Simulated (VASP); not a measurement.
# MgO (Fm-3m) in VASP: notebook, part 2 of 2

VASP 6.6.1. The steps go on from the part before.

## Step 3: Relaxation of cell and atoms, PBE+D3(BJ), target pressure 4.3 GPa, at which the enthalpy is minimised

This run uses another cell than the first one, of 9.37 Å³/atom.

INCAR reads:

```
SYSTEM = MgO
PREC     = Accurate       ! precision mode
ENCUT    = 600            ! plane-wave cutoff, eV
EDIFF    = 1E-7           ! SCF threshold, eV
ISMEAR   = 0              ! smearing method
SIGMA    = 0.02           ! smearing width, eV
LREAL    = .False.        ! projectors in reciprocal space
LASPH    = .True.         ! aspherical terms in the spheres
NELM     = 120            ! most SCF steps
ALGO     = Normal         ! electronic algorithm
ISIF     = 3              ! what is computed and relaxed
LWAVE    = .False.        ! write WAVECAR
LCHARG   = .False.        ! write CHGCAR
GGA      = PE             ! functional
IVDW     = 12             ! dispersion correction
IBRION   = 2              ! ionic algorithm
NSW      = 100            ! ionic steps
EDIFFG   = -0.002         ! ionic threshold
PSTRESS  = 43.0         
GGA_COMPAT= .False.      
NELMIN   = 4
```

KPOINTS reads:

```
regular mesh
0
Gamma
  10 10 10
  0 0 0
```

POSCAR reads:

```
MgO
1.0
    0.0000000000      2.1085000000      2.1085000000
    2.1085000000      0.0000000000      2.1085000000
    2.1085000000      2.1085000000      0.0000000000
Mg O
1 1
Direct
    0.0000000000      0.0000000000      0.0000000000
    0.5000000000      0.5000000000      0.5000000000
```

Potentials or basis: VASP PAW PBE potentials, release 64 (Mg, O).

The run is started by

```bash
cat potpaw_PBE.64/Mg/POTCAR potpaw_PBE.64/O/POTCAR > POTCAR
mpirun -np 1 vasp_std > vasp.out
```

OUTCAR:

```text
SYSTEM = MgO
   PREC = Accurate
   ENCUT = 600
   EDIFF = 1E-7
   ISMEAR = 0
   LREAL = .False.
   LASPH = .True.
   NELM = 120
   ISIF = 3
   GGA = PE
   IVDW = 12
   IBRION = 2
   NSW = 100
   EDIFFG = -0.002
   PSTRESS = 43.0
   NELMIN = 4
 IVDW          = 12

 ion  position               nearest neighbor table
   1  0.000  0.000  0.000-   2 2.11   2 2.11   2 2.11   2 2.11   2 2.11   2 2.11
   2  0.500  0.500  0.500-   1 2.11   1 2.11   1 2.11   1 2.11   1 2.11   1 2.11

  LATTYP: Found a face centered cubic cell.
 ALAT       =     4.2170000000

  Lattice vectors:

 A1 = (   0.0000000000,   2.1085000000,   2.1085000000)
 A2 = (   2.1085000000,   0.0000000000,   2.1085000000)
 A3 = (   2.1085000000,   2.1085000000,   0.0000000000)

Analysis of symmetry for initial positions (statically):
=====================================================================
 Subroutine PRICEL returns:
 Original cell was already a primitive cell.

[... 253 lines left out ...]

 number of electron       8.0000001 magnetization

 Free energy of the ion-electron system (eV)
  ---------------------------------------------------
  ext. energy  EPLUGINS =         0.00000000
  ---------------------------------------------------
  free energy    TOTEN  =       -11.88271679 eV

  energy without entropy =      -11.88271679  energy(sigma->0) =      -11.88271679

 E-fermi :   3.5483     XC(G=0): -11.2425

 val. band max:        3.4478680393   @ k =   0.0000   0.0000   0.0000
 cond. band min:       8.5187484063   @ k =   0.0000   0.0000   0.0000
 fundamental gap:      5.0708803669
 Fermi energy:         3.5482837129

 k-point     1 :       0.0000    0.0000    0.0000
  band No.  band energies     occupation
      1     -13.9946      2.00000
      2       3.4479      2.00000
      3       3.4479      2.00000
      4       3.4479      2.00000
      5       8.5187      0.00000
      6      19.4457      0.00000
      7      19.4457      0.00000
      8      19.4457      0.00000
[... 243 lines left out ...]
 k-point    24 :       0.4000    0.3000    0.0000
  band No.  band energies     occupation
      1     -12.6772      2.00000
      2      -0.2407      2.00000
      3       2.0946      2.00000
      4       2.3221      2.00000
      5      13.3295      0.00000
      6      13.7787      0.00000
      7      17.4246      0.00000
      8      22.0863      0.00000

 [... further k-points ...]

------------------------ aborting loop because EDIFF is reached ----------------------------------------

 Edisp (eV)   -0.60741

 E8    (eV) :    -0.2379
[... 29 lines left out ...]
  energy  without entropy=      -12.4901281716  energy(sigma->0) =      -12.49012817

  enthalpy is  TOTEN    =       -12.0057086680 eV   P V=        0.4844195036

 reached required accuracy - stopping structural energy minimisation
```

CONTCAR:

```text
MgO
   1.00000000000000
     0.0000000000000000    2.0819865384739393    2.0819865384739393
     2.0819865384739393    0.0000000000000000    2.0819865384739393
     2.0819865384739393    2.0819865384739393    0.0000000000000000
  Mg              O
     1     1
Direct
     0.0000000000000000    0.0000000000000000    0.0000000000000000
     0.5000000000000000    0.5000000000000000    0.5000000000000000

  0.00000000E+00  0.00000000E+00  0.00000000E+00
  0.00000000E+00  0.00000000E+00  0.00000000E+00
```

It took 17 s on 1 thread of Intel Xeon Platinum 8488C (Sapphire Rapids), shared host; peak memory 0.16 GiB.

What came out:

* Free energy: -12.4901 eV
* Relaxed volume: 9.02 Å³/atom
* Relaxed cell: a = 2.944 Å, b = 2.944 Å, c = 2.944 Å, α = 60.00°, β = 60.00°, γ = 60.00°
* Space group after relaxing (to 0.1 Å): Fm-3m (No. 225)
* Energy change on relaxing (the run minimises the enthalpy): +2.3 meV/atom
* Ionic steps: 3
* Pressure after relaxing: 4.3 GPa
* Band gap on the k mesh: 5.07 eV
* Dispersion energy per atom: -0.304 eV

The path:
| step | energy change (eV) | largest force (eV/Å) | pressure (GPa) | volume (Å³) |
| --- | --- | --- | --- | --- |
| 1 | 0.0000 | 0.0000 | -2.02 | 18.75 |
| 2 | 0.0149 | 0.0000 | 7.29 | 17.76 |
| 3 | 0.0045 | 0.0000 | 4.31 | 18.05 |

Final structure:
```cif
data_structure
_symmetry_space_group_name_H-M 'P 1'
_symmetry_Int_Tables_number 1
_cell_length_a 2.9444
_cell_length_b 2.9444
_cell_length_c 2.9444
_cell_angle_alpha 60.000
_cell_angle_beta 60.000
_cell_angle_gamma 60.000
_cell_volume 18.05
loop_
_atom_site_label
_atom_site_type_symbol
_atom_site_fract_x
_atom_site_fract_y
_atom_site_fract_z
_atom_site_occupancy
Mg1 Mg 0.00000 0.00000 0.00000 1
O1 O 0.50000 0.50000 0.50000 1
```

Caveat: the cell is relaxed towards a set pressure, so the run minimises the enthalpy, not the energy. A hybrid or GW would open this gap; PBE tends to underestimate it.
